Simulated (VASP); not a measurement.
# AlIn (P6/mmm) in VASP: a series of runs

AlIn is run at these levels: PBE; tasks: single point.

All numbers are computed with VASP 6.6.1; they aren't measurements. Logs are shortened: lines on timing, memory, paths and dates and some standing lists are left out, and cuts for length are marked.

## 1. The cell of the first run

Symmetry: P6/mmm, No. 191, hexagonal system. Conventional cell: a = 2.992 Å, b = 2.992 Å, c = 5.709 Å, α = 90.00°, β = 90.00°, γ = 120.00°. Al (site symmetry 6/mmm) has 2 In at 2.85 Å and 6 Al at 2.99 Å within 3.8 Å. Within 3.8 Å of In (site symmetry 6/mmm) lie 2 Al at 2.85 Å and 6 In at 2.99 Å.

## 2. Single point, PBE

Input file INCAR:

```
PREC = Accurate ; ENCUT = 520
EDIFF = 1E-6 ; ISMEAR = -1
SIGMA = 0.05 ; LREAL = F
LASPH = T ; NELM = 80
ALGO = Normal ; ISIF = 2
LWAVE = F ; LCHARG = T
GGA = PE ; LELF = T
LVHAR = T ; NBANDS = 15
```

Input file KPOINTS:

```
regular mesh
0
Gamma
  10 10 5
```

Input file POSCAR:

```
AlIn
1.0
    2.9917833222      0.0000000000      0.0000000000
   -1.4958965590      2.5909660741      0.0000000000
    0.0000000000      0.0000000000      5.7090474333
Al In
1 1
Direct
    0.0000000000      0.0000000000      0.0000000000
    0.0000000000      0.0000000000      0.5000000000
```

Potentials or basis: VASP PAW PBE potentials, release 64 (Al, In_d).

Run with:

```bash
> cat potpaw_PBE.64/Al/POTCAR potpaw_PBE.64/In_d/POTCAR > POTCAR
> mpirun -np 1 vasp_std > vasp.out
```

OUTCAR:

```text
PREC = Accurate
   ENCUT = 520
   EDIFF = 1E-6
   ISMEAR = -1
   LREAL = F
   LASPH = T
   NELM = 80
   ISIF = 2
   GGA = PE

 ion  position               nearest neighbor table
   1  0.000  0.000  0.000-   2 2.85   2 2.85
   2  0.000  0.000  0.500-   1 2.85   1 2.85

  LATTYP: Found a hexagonal cell.
 ALAT       =     2.9917833222
 C/A-ratio  =     1.9082422818

  Lattice vectors:

 A1 = (   2.9917833222,   0.0000000000,   0.0000000000)
 A2 = (  -1.4958965590,   2.5909660741,   0.0000000000)
 A3 = (   0.0000000000,   0.0000000000,   5.7090474333)

Analysis of symmetry for initial positions (statically):
=====================================================================
 Subroutine PRICEL returns:
 Original cell was already a primitive cell.

 Routine SETGRP: Setting up the symmetry group for a
 hexagonal supercell.

 Subroutine GETGRP returns: Found 24 space group operations
 (whereof 24 operations were pure point group operations)
 out of a pool of 24 trial point group operations.

The static configuration has the point symmetry D_6h.

Analysis of symmetry for dynamics (positions and initial velocities):
=====================================================================
 Subroutine PRICEL returns:
 Original cell was already a primitive cell.

 Routine SETGRP: Setting up the symmetry group for a
 hexagonal supercell.

 Subroutine GETGRP returns: Found 24 space group operations
 (whereof 24 operations were pure point group operations)
 out of a pool of 24 trial point group operations.

The dynamic configuration has the point symmetry D_6h.

 Subroutine INISYM returns: Found 24 space group operations
 (whereof 24 operations are pure point group operations),
 and found     1 'primitive' translations

----------------------------------------------------------------------------------------

                                     Primitive cell

  volume of cell :      44.2543

  direct lattice vectors                    reciprocal lattice vectors
     2.991783322  0.000000000  0.000000000     0.334248805  0.192978844  0.000000000
    -1.495896559  2.590966074  0.000000000     0.000000000  0.385956424  0.000000000
     0.000000000  0.000000000  5.709047433     0.000000000  0.000000000  0.175160570

  length of vectors
     2.991783322  2.991790720  5.709047433     0.385957378  0.385956424  0.175160570

  position of ions in fractional coordinates (direct lattice)
     0.000000000  0.000000000  0.000000000
     0.000000000  0.000000000  0.500000000

  ion indices of the primitive-cell ions
   primitive index   ion index
                 1           1
                 2           2

----------------------------------------------------------------------------------------

 KPOINTS: regular mesh

Automatic generation of k-mesh.
 Grid dimensions read from file:
 generate k-points for:   10   10    5

 Generating k-lattice:

  Cartesian coordinates                     Fractional coordinates (reciprocal lattice)
     0.033424880  0.019297884  0.000000000     0.100000000  0.000000000  0.000000000
     0.000000000  0.038595642  0.000000000     0.000000000  0.100000000  0.000000000
     0.000000000  0.000000000  0.035032114     0.000000000  0.000000000  0.200000000

  Length of vectors
     0.038595738  0.038595642  0.035032114

  Shift w.r.t. Gamma in fractional coordinates (k-lattice)
     0.000000000  0.000000000  0.000000000

 Subroutine IBZKPT returns following result:
 ===========================================

 Found     42 irreducible k-points:

 Following reciprocal coordinates:
            Coordinates               Weight
  0.000000  0.000000  0.000000      1.000000
  0.100000  0.000000  0.000000      6.000000
  0.200000  0.000000  0.000000      6.000000
  0.300000  0.000000  0.000000      6.000000
  0.400000  0.000000  0.000000      6.000000
  0.500000  0.000000  0.000000      3.000000
[... 16 lines left out ...]
  0.300000  0.100000  0.200000     24.000000
  0.400000  0.100000  0.200000     24.000000
 [... further k-points ...]
   k-points           NKPTS =     42   k-points in BZ     NKDIM =     42   number of bands    NBANDS=     15
   number of dos      NEDOS =    301   number of ions     NIONS =      2
   total plane-waves  NPLWV =  24192
   dimension x,y,z NGX =    24 NGY =   24 NGZ =   42
   dimension x,y,z NGXF=    48 NGYF=   48 NGZF=   84
   ions per type =               1   1
   NGX,Y,Z   is equivalent  to a cutoff of  13.34, 13.34, 12.23 a.u.
   NGXF,Y,Z  is equivalent  to a cutoff of  26.67, 26.67, 24.46 a.u.
 SYSTEM =  unknown system
   PREC   = accura    normal or accurate (medium, high low for compatibility)
   ISTART =      0    job   : 0-new  1-cont  2-samecut
   ICHARG =      2    charge: 1-file 2-atom 10-const
   ISPIN  =      1    spin polarized calculation?
   LNONCOLLINEAR =      F non collinear calculations
   LSORBIT =      F    spin-orbit coupling
   LASPH  =      T    aspherical Exc in radial PAW
   ENCUT  =  520.0 eV  38.22 Ry    6.18 a.u.   5.56  5.56 10.62*2*pi/ulx,y,z
   NELM   =     80;   NELMIN=  2; NELMDL= -5     # of ELM steps
   EDIFF  = 0.1E-05   stopping-criterion for ELM
   LREAL  =      F    real-space projection
[... 7 lines left out ...]
   TEBEG  =    0.0;   TEEND  =   0.0 temperature during run
   PSTRESS=    0.0 pullay stress
   NELECT =      16.0000    total number of electrons
   NUPDOWN=      -1.0000    fix difference up-down
   EMIN   =  10.00;   EMAX   =-10.00  energy-range for DOS
   EFERMI =   0.00;   METHOD = LEGACY
   ISMEAR =    -1;   SIGMA  =   0.05  broadening in eV -4-tet -1-fermi 0-gaus
   EFERMI_NEDOS =   21; number of points for ismear=-14 and -15
   IALGO  =     38    algorithm
   IMIX   =      4    mixing-type and parameters
     AMIX     =   0.40;   BMIX     =  1.00
     AMIX_MAG =   1.60;   BMIX_MAG =  1.00
  volume/ion in A,a.u.               =      22.13       149.32
  Fermi-wavevector in a.u.,A,eV,Ry     =   1.166263  2.203917 18.506213  1.360168
  Thomas-Fermi vector in A             =   2.302778
   LORBIT       =      0    0 simple, 1 ext, 2 COOP (PROOUT), +10 PAW based schemes
   GGA     = PE    functional components
   LHFCALC =     F    Hartree Fock is set to
   AEXX    =    0.0000 exact exchange contribution
   IVDW    =     0    specifies the selected vdW correction
   LEPSILON=     F    determine dielectric tensor
   LRPA    =     F    only Hartree local field effects (RPA)
 non-spin polarized calculation
  energy-cutoff  :      520.00
  volume of cell :       44.25
 maximum number of plane-waves:      1221
 NGX is ok and might be reduce to    24
   NGX = 11   NGY = 11   NGZ = 21

 number of electron      15.9999994 magnetization

 Free energy of the ion-electron system (eV)
  ---------------------------------------------------
  ext. energy  EPLUGINS =         0.00000000
  ---------------------------------------------------
  free energy    TOTEN  =        -5.75055469 eV

  energy without entropy =       -5.73403066  energy(sigma->0) =       -5.74229268

 E-fermi :   7.1813     XC(G=0): -10.0875

 val. band max:        7.1735838838   @ k =   0.3000   0.1000   0.2000
 cond. band min:       7.2359865970   @ k =   0.4000   0.1000   0.0000
 fundamental gap:      0.0624027132
 Fermi energy:         7.1813133382

 k-point     1 :       0.0000    0.0000    0.0000
  band No.  band energies     occupation
      1      -7.8456      2.00000
      2      -7.6505      2.00000
      3      -7.6505      2.00000
      4      -7.2036      2.00000
      5      -7.2036      2.00000
      6      -2.7800      2.00000
      7       1.5757      2.00000
      8       3.0243      2.00000
      9      15.0577      0.00000
     10      16.7720      0.00000
     11      17.9291      0.00000
     12      17.9291      0.00000
     13      19.4569      0.00000
     14      19.4570      0.00000
     15      20.2965      0.00000

 k-point     2 :       0.1000    0.0000    0.0000
  band No.  band energies     occupation
      1      -7.8046      2.00000
      2      -7.6638      2.00000
      3      -7.5917      2.00000
      4      -7.2477      2.00000
      5      -7.2122      2.00000
      6      -2.5488      2.00000
      7       1.7849      2.00000
      8       3.2680      2.00000
      9      15.1946      0.00000
     10      15.3062      0.00000
     11      16.7592      0.00000
     12      17.1720      0.00000
     13      18.9638      0.00000
     14      19.5182      0.00000
     15      20.6343      0.00000

 k-point     3 :       0.2000    0.0000    0.0000
  band No.  band energies     occupation
      1      -7.8062      2.00000
      2      -7.5959      2.00000
      3      -7.4346      2.00000
      4      -7.3591      2.00000
      5      -7.2348      2.00000
      6      -1.8427      2.00000
      7       2.4205      2.00000
      8       3.9771      2.00000
      9      11.9328      0.00000
     10      15.3751      0.00000
     11      15.9001      0.00000
     12      16.0345      0.00000
     13      16.7875      0.00000
     14      17.4114      0.00000
     15      19.0349      0.00000

 k-point     4 :       0.3000    0.0000    0.0000
  band No.  band energies     occupation
      1      -7.8937      2.00000
      2      -7.4897      2.00000
      3      -7.4382      2.00000
      4      -7.2627      2.00000
      5      -7.2337      2.00000
      6      -0.6413      2.00000
      7       3.5001      2.00000
      8       5.0894      2.00000
      9       8.7324      0.00000
     10      12.6515      0.00000
     11      14.2997      0.00000
     12      14.4455      0.00000
     13      16.0477      0.00000
     14      17.1821      0.00000
     15      17.8823      0.00000
[... 307 lines left out ...]
 k-point    22 :       0.2000    0.1000    0.2000
  band No.  band energies     occupation
      1      -7.7881      2.00000
      2      -7.5804      2.00000
      3      -7.4360      2.00000
      4      -7.2909      2.00000
      5      -7.2637      2.00000
      6      -0.9496      2.00000
      7       2.0059      2.00000
      8       6.0773      2.00000
      9      10.5620      0.00000
     10      12.6425      0.00000
     11      13.5961      0.00000
     12      14.4855      0.00000
     13      15.6341      0.00000
     14      17.3338      0.00000
     15      18.9864      0.00000

 k-point    23 :       0.3000    0.1000    0.2000
  band No.  band energies     occupation
      1      -7.8727      2.00000
      2      -7.5430      2.00000
      3      -7.4071      2.00000
      4      -7.2968      2.00000
      5      -7.1419      2.00000
      6       0.5036      2.00000
      7       3.3437      2.00000
      8       7.1736      1.07714
      9       7.6144      0.00035
     10      10.4757      0.00000
     11      11.9417      0.00000
     12      14.1914      0.00000
     13      14.9585      0.00000
     14      15.7345      0.00000
     15      18.3386      0.00000

 k-point    24 :       0.4000    0.1000    0.2000
  band No.  band energies     occupation
      1      -7.9258      2.00000
      2      -7.6063      2.00000
      3      -7.3173      2.00000
      4      -7.2860      2.00000
      5      -7.0647      2.00000
      6       2.4196      2.00000
      7       4.8323      2.00000
      8       5.1122      2.00000
      9       7.1463      1.33610
     10       9.3581      0.00000
     11      11.4940      0.00000
     12      12.1637      0.00000
     13      14.2931      0.00000
     14      16.9610      0.00000
     15      18.0597      0.00000

 [... further k-points ...]

------------------------ aborting loop because EDIFF is reached ----------------------------------------

  FORCE on cell =-STRESS in cart. coord.  units (eV):
  Direction    XX          YY          ZZ          XY          YZ          ZX
  --------------------------------------------------------------------------------------
  -------------------------------------------------------------------------------------
  Total        1.0013234      1.0013278      0.7009360     -0.0000019      0.0000000      0.0000000
  in kB       36.2517890     36.2519489     25.3766003     -0.0000685      0.0000000      0.0000000
  external PRESSURE =      32.6267794 kB  Pullay stress =       0.0000000 kB

 VOLUME and BASIS-vectors are now :
 -----------------------------------------------------------------------------
  energy-cutoff  :      520.00
  volume of cell :       44.25
      direct lattice vectors                 reciprocal lattice vectors
     2.991783322  0.000000000  0.000000000     0.334248805  0.192978844  0.000000000
    -1.495896559  2.590966074  0.000000000     0.000000000  0.385956424  0.000000000
     0.000000000  0.000000000  5.709047433     0.000000000  0.000000000  0.175160570

 POSITION                                       TOTAL-FORCE (eV/Angst)
 -----------------------------------------------------------------------------------
      0.00000      0.00000      0.00000        -0.000000      0.000000      0.000000
      0.00000      0.00000      2.85452         0.000000      0.000000      0.000000
 -----------------------------------------------------------------------------------
    total drift:                                0.000000      0.000000      0.000000

  FREE ENERGIE OF THE ION-ELECTRON SYSTEM (eV)
  ---------------------------------------------------
  free  energy   TOTEN  =        -5.7505546935 eV

  energy  without entropy=       -5.7340306573  energy(sigma->0) =       -5.74229268
```

It took 16 s on 1 thread of Intel Xeon Platinum 8375C at 2.90GHz (Ice Lake), shared host; peak memory 0.17 GiB.

Results:

| Property | Result |
| --- | --- |
| Free energy | -5.7506 eV |
| Pressure | 3.3 GPa |
| Band gap on the k mesh | zero (band 8 reaches 8.92 eV, above the bottom of band 9 at 5.14 eV) |

Caveat: spin-orbit coupling is left out, which moves the levels of the heavy elements.

## 3. Single point, PBE

This run uses another cell than the first one, of 22.60 Å³/atom, 1.021 times its volume.

Input file INCAR:

```
SYSTEM = AlIn
  PREC = Accurate
  ENCUT = 520
  EDIFF = 1E-6
  ISMEAR = -1
  SIGMA = 0.05
  LREAL = .False.
  LASPH = .True.
  NELM = 80
  ALGO = Fast
  ISIF = 2
  LWAVE = .False.
  LCHARG = .True.
  GGA = PE
  LELF = .True.
  LVHAR = .True.
  NBANDS = 15
```

Input file KPOINTS:

```
regular mesh
0
Gamma
  10 10 5
  0 0 0
```

Input file POSCAR:

```
AlIn
1.0
    3.0128529130      0.0000000000      0.0000000000
   -1.5064313889      2.6092129152      0.0000000000
    0.0000000000      0.0000000000      5.7492533174
Al In
1 1
Direct
    0.0000000000      0.0000000000      0.0000000000
    0.0000000000      0.0000000000      0.5000000000
```

Potentials or basis: VASP PAW PBE potentials, release 64 (Al, In_d).

Run with:

```bash
> cat potpaw_PBE.64/Al/POTCAR potpaw_PBE.64/In_d/POTCAR > POTCAR
> mpirun -np 1 vasp_std > vasp.out
```

Wall time 25 s (1 thread of Intel Xeon Platinum 8375C at 2.90GHz (Ice Lake), shared host); peak memory 0.17 GiB.

The run converged. Its results:

```
Free energy            : -5.7661 eV
Pressure               : 2.0 GPa
Band gap on the k mesh : zero (band 8 reaches 8.68 eV, above the bottom of band 9 at 4.97 eV)
```

Stress tensor (GPa, compression positive):
```
2.38 0.00 0.00
0.00 2.38 0.00
0.00 0.00 1.28
```

Levels at points of the mesh, in eV from the Fermi level:
```tsv
k point	band 5	band 6	band 7	band 8	band 9	band 10	band 11	band 12
(0.00, 0.00, 0.00)	-14.37	-9.82	-5.57	-4.07	7.76	9.48	10.54	10.54
(0.50, 0.00, 0.00)	-14.18	-4.17	-3.65	-0.54	0.19	0.35	3.50	6.09
```

Caveat: spin-orbit coupling is left out, which moves the levels of the heavy elements.
